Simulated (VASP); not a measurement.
# H (Fm-3m) in VASP: notebook

Runs on H. Level: PBEsol. Tasks: single point, relaxation of cell and atoms.

All numbers are computed with VASP 6.6.1; they aren't measurements. Logs are shortened: lines on timing, memory, paths and dates and some standing lists are left out, and cuts for length are marked.

## 1. The cell of the first run

It takes space group Fm-3m (No. 225, cubic). The conventional cell has a = 2.270 Å, b = 2.270 Å, c = 2.270 Å, α = 90.00°, β = 90.00°, γ = 90.00°. H (site symmetry m-3m) has 12 H at 1.60 Å within 2.1 Å.

## 2. Single point, PBEsol

INCAR reads:

```
ALGO = Normal ; EDIFF = 1E-6
ENCUT = 520 ; GGA = PS
ISIF = 2 ; ISMEAR = 0
LASPH = T ; LCHARG = F
LREAL = F ; LWAVE = F
NBANDS = 6 ; NELM = 100
PREC = Accurate ; SIGMA = 0.1
```

KPOINTS reads:

```
k-points
0
Gamma
  8 8 8
```

POSCAR reads:

```
H
1.0
    0.0000000000      1.1348989796      1.1348989796
    1.1348989796      0.0000000000      1.1348989796
    1.1348989796      1.1348989796      0.0000000000
H
1
Direct
    0.0000000000      0.0000000000      0.0000000000
```

Potentials or basis: VASP PAW PBE potentials, release 64 (H).

Started as:

```sh
> cat potpaw_PBE.64/H/POTCAR > POTCAR
> mpirun -np 1 vasp_std > vasp.out
```

OUTCAR:

```text
EDIFF = 1E-6
   ENCUT = 520
   GGA = PS
   ISIF = 2
   ISMEAR = 0
   LASPH = T
   LREAL = F
   NELM = 100
   PREC = Accurate

 ion  position               nearest neighbor table
   1  0.000  0.000  0.000-

  LATTYP: Found a face centered cubic cell.
 ALAT       =     2.2697979592

  Lattice vectors:

 A1 = (   0.0000000000,   1.1348989796,   1.1348989796)
 A2 = (   1.1348989796,   0.0000000000,   1.1348989796)
 A3 = (   1.1348989796,   1.1348989796,   0.0000000000)

Analysis of symmetry for initial positions (statically):
=====================================================================
 Subroutine PRICEL returns:
 Original cell was already a primitive cell.

 Routine SETGRP: Setting up the symmetry group for a
 face centered cubic supercell.

 Subroutine GETGRP returns: Found 48 space group operations
 (whereof 48 operations were pure point group operations)
 out of a pool of 48 trial point group operations.

The static configuration has the point symmetry O_h .

Analysis of symmetry for dynamics (positions and initial velocities):
=====================================================================
 Subroutine PRICEL returns:
 Original cell was already a primitive cell.

 Routine SETGRP: Setting up the symmetry group for a
 face centered cubic supercell.

 Subroutine GETGRP returns: Found 48 space group operations
 (whereof 48 operations were pure point group operations)
 out of a pool of 48 trial point group operations.

The dynamic configuration has the point symmetry O_h .

 Subroutine INISYM returns: Found 48 space group operations
 (whereof 48 operations are pure point group operations),
 and found     1 'primitive' translations

----------------------------------------------------------------------------------------

                                     Primitive cell

  volume of cell :       2.9235

  direct lattice vectors                    reciprocal lattice vectors
     0.000000000  1.134898980  1.134898980    -0.440567847  0.440567847  0.440567847
     1.134898980  0.000000000  1.134898980     0.440567847 -0.440567847  0.440567847
     1.134898980  1.134898980  0.000000000     0.440567847  0.440567847 -0.440567847

  length of vectors
     1.604989529  1.604989529  1.604989529     0.763085895  0.763085895  0.763085895

[... 75 lines left out ...]
   LASPH  =      T    aspherical Exc in radial PAW
   ENCUT  =  520.0 eV  38.22 Ry    6.18 a.u.   2.98  2.98  2.98*2*pi/ulx,y,z
   NELM   =    100;   NELMIN=  2; NELMDL= -5     # of ELM steps
   EDIFF  = 0.1E-05   stopping-criterion for ELM
   LREAL  =      F    real-space projection
   EDIFFG = 0.1E-04   stopping-criterion for IOM
   NSW    =      0    number of steps for IOM
   IBRION =     -1    ionic relax: 0-MD 1-quasi-New 2-CG
   NFREE  =      0    steps in history (QN), initial steepest desc. (CG)
   ISIF   =      2    stress and relaxation
   ISYM   =      2    0-nonsym 1-usesym 2-fastsym
   POTIM  = 0.5000    time-step for ionic-motion
   TEBEG  =    0.0;   TEEND  =   0.0 temperature during run
   PSTRESS=    0.0 pullay stress
   NELECT =       1.0000    total number of electrons
   NUPDOWN=      -1.0000    fix difference up-down
   EMIN   =  10.00;   EMAX   =-10.00  energy-range for DOS
   EFERMI =   0.00;   METHOD = LEGACY
   ISMEAR =     0;   SIGMA  =   0.10  broadening in eV -4-tet -1-fermi 0-gaus
   EFERMI_NEDOS =   21; number of points for ismear=-14 and -15
   IALGO  =     38    algorithm
   IMIX   =      4    mixing-type and parameters
     AMIX     =   0.40;   BMIX     =  1.00
     AMIX_MAG =   1.60;   BMIX_MAG =  1.00
  volume/ion in A,a.u.               =       2.92        19.73
  Fermi-wavevector in a.u.,A,eV,Ry     =   1.144918  2.163581 17.835016  1.310837
  Thomas-Fermi vector in A             =   2.281608
   LORBIT       =      0    0 simple, 1 ext, 2 COOP (PROOUT), +10 PAW based schemes
   GGA     = PS    functional components
   LHFCALC =     F    Hartree Fock is set to
   AEXX    =    0.0000 exact exchange contribution
   IVDW    =     0    specifies the selected vdW correction
   LEPSILON=     F    determine dielectric tensor
   LRPA    =     F    only Hartree local field effects (RPA)
 non-spin polarized calculation
 Gauss-broadening in eV      SIGMA  =   0.10
  energy-cutoff  :      520.00
  volume of cell :        2.92
 maximum number of plane-waves:        84
   NGX =  5   NGY =  5   NGZ =  5

 number of electron       1.0000000 magnetization

 Free energy of the ion-electron system (eV)
  ---------------------------------------------------
  ext. energy  EPLUGINS =         0.00000000
  ---------------------------------------------------
  free energy    TOTEN  =        -2.21608601 eV

  energy without entropy =       -2.21542440  energy(sigma->0) =       -2.21575521

 E-fermi :   2.0713     XC(G=0): -11.2477

 val. band max:        2.0712941613   @ k =   0.3750   0.3750   0.0000
 cond. band min:       3.6812942980   @ k =   0.5000   0.3750   0.1250
 fundamental gap:      1.6100001367
 Fermi energy:         2.0713050590

 k-point     1 :       0.0000    0.0000    0.0000
  band No.  band energies     occupation
      1     -13.5885      2.00000
      2      59.4216      0.00000
      3      74.6384      0.00000
      4      74.6384      0.00000
      5      74.6384      0.00000
      6      77.9017      0.00000
[... 199 lines left out ...]
 k-point    24 :      -0.3750    0.2500    0.1250
  band No.  band energies     occupation
      1       7.4319      0.00000
      2      16.0105      0.00000
      3      39.1237      0.00000
      4      45.1768      0.00000
      5      70.2180      0.00000
      6      72.4394      0.00000

 [... further k-points ...]

------------------------ aborting loop because EDIFF is reached ----------------------------------------

  FORCE on cell =-STRESS in cart. coord.  units (eV):
  Direction    XX          YY          ZZ          XY          YZ          ZX
  --------------------------------------------------------------------------------------
  -------------------------------------------------------------------------------------
  Total       -0.0101490     -0.0101490     -0.0101490     -0.0000000     -0.0000000      0.0000000
  in kB       -5.5620334     -5.5620334     -5.5620334     -0.0000000     -0.0000000      0.0000000
  external PRESSURE =      -5.5620334 kB  Pullay stress =       0.0000000 kB

 VOLUME and BASIS-vectors are now :
 -----------------------------------------------------------------------------
  energy-cutoff  :      520.00
  volume of cell :        2.92
      direct lattice vectors                 reciprocal lattice vectors
     0.000000000  1.134898980  1.134898980    -0.440567847  0.440567847  0.440567847
     1.134898980  0.000000000  1.134898980     0.440567847 -0.440567847  0.440567847
     1.134898980  1.134898980  0.000000000     0.440567847  0.440567847 -0.440567847

 POSITION                                       TOTAL-FORCE (eV/Angst)
 -----------------------------------------------------------------------------------
      0.00000      0.00000      0.00000         0.000000     -0.000000      0.000000
 -----------------------------------------------------------------------------------
    total drift:                               -0.000000     -0.000000     -0.000000

  FREE ENERGIE OF THE ION-ELECTRON SYSTEM (eV)
  ---------------------------------------------------
  free  energy   TOTEN  =        -2.2160860107 eV

  energy  without entropy=       -2.2154244042  energy(sigma->0) =       -2.21575521
```

OSZICAR:

```text
N       E                     dE             d eps       ncg     rms          rms(c)
DAV:   1    -0.220362780588E+01   -0.22036E+01   -0.21075E+02   450   0.670E+01
DAV:   2    -0.221641800843E+01   -0.12790E-01   -0.12790E-01   408   0.243E+00
DAV:   3    -0.221641856856E+01   -0.56013E-06   -0.56034E-06   444   0.172E-02
DAV:   4    -0.221641856863E+01   -0.73040E-10   -0.11016E-11   420   0.219E-05
DAV:   5    -0.221641856884E+01   -0.20273E-09   -0.11794E-13   366   0.530E-08    0.393E-01
DAV:   6    -0.221620181121E+01    0.21676E-03   -0.33247E-06   390   0.114E-02    0.236E-01
DAV:   7    -0.221608631440E+01    0.11550E-03   -0.10346E-05   360   0.203E-02    0.540E-03
DAV:   8    -0.221608601070E+01    0.30369E-06   -0.88346E-09   306   0.656E-04
   1 F= -.22160860E+01 E0= -.22157552E+01  d E =-.661607E-03
```

stdout:

```text
POSCAR found type information on POSCAR H
 POSCAR found :  1 types and       1 ions
 scaLAPACK will be used
 -----------------------------------------------------------------------------
|                                                                             |
|                                                                             |
|     You enforced a specific xc type in the INCAR file but a different       |
|     I HOPE YOU KNOW WHAT YOU ARE DOING!                                     |
|                                                                             |
 -----------------------------------------------------------------------------

 LDA part: xc-table for (Slater+PW92), standard interpolation
 POSCAR, INCAR and KPOINTS ok, starting setup
 FFT: planning ... GRIDC
 FFT: planning ... GRID_SOFT
 FFT: planning ... GRID
 WAVECAR not read
 entering main loop
```

Run time: 1.5 s. Hardware: 1 thread of Intel Xeon 8259CL, shared host; peak memory 0.1 GiB.

Results:

```yaml
Free_energy: -2.2161 eV
Pressure: -0.6 GPa
Band_gap_on_the_k_mesh: zero (an odd number of electrons rules out a gap without spin polarisation)
```

Levels at points of the mesh, in eV from the Fermi level:
```csv
k point,band 1,band 2
"(0.00, 0.00, 0.00)",-15.66,57.35
"(0.50, 0.00, 0.00)",2.18,10.30
"(0.50, 0.50, 0.00)",8.71,16.95
```

Caveat: the k points lie up to 0.60 Å⁻¹ apart, too coarse for converged energies and pressures of a metal; the atoms stand far beyond bonding distance, and open shells without spin polarisation read as a metal; the PAW data sets were made with another functional, which shifts forces and pressure a little.

## 3. Single point, PBEsol

This run uses another cell than the first one, of 2.90 Å³/atom.

INCAR reads:

```
SYSTEM = H
PREC = Accurate
ENCUT = 520
EDIFF = 1E-6
ISMEAR = 0
SIGMA = 0.1
LREAL = .FALSE.
LASPH = .TRUE.
NELM = 80
ALGO = Normal
ISIF = 2
LWAVE = .FALSE.
LCHARG = .FALSE.
GGA = PS
NBANDS = 6
```

KPOINTS reads:

```
regular mesh
0
G
  12 12 12
  0 0 0
```

POSCAR reads:

```
H
1.0
    0.0000000000      1.1324620204      1.1324620204
    1.1324620204      0.0000000000      1.1324620204
    1.1324620204      1.1324620204      0.0000000000
H
1
Direct
    0.0000000000      0.0000000000      0.0000000000
```

Potentials or basis: VASP PAW PBE potentials, release 64 (H).

Started as:

```sh
> cat potpaw_PBE.64/H/POTCAR > POTCAR
> mpirun -np 1 vasp_std > vasp.out
```

Wall time 2 s (1 thread of Intel Xeon 8259CL, shared host); peak memory 0.1 GiB.

It converged, with:

- Free energy: -2.2284 eV
- Pressure: -0.7 GPa
- Band gap on the k mesh: zero (an odd number of electrons rules out a gap without spin polarisation)

Levels at points of the mesh, in eV from the Fermi level:
```
           k point  band 1  band 2
(0.00, 0.00, 0.00)  -16.24   57.12
(0.50, 0.00, 0.00)    1.69    9.81
(0.50, 0.50, 0.00)    8.25   16.49
```

Caveat: the k points lie up to 0.40 Å⁻¹ apart, too coarse for converged energies and pressures of a metal; the atoms stand far beyond bonding distance, and open shells without spin polarisation read as a metal; the PAW data sets were made with another functional, which shifts forces and pressure a little.

(Part 1 of 2 ends here.)

The gap in the log of VASP goes by the Fermi energy; the results here count the filled bands.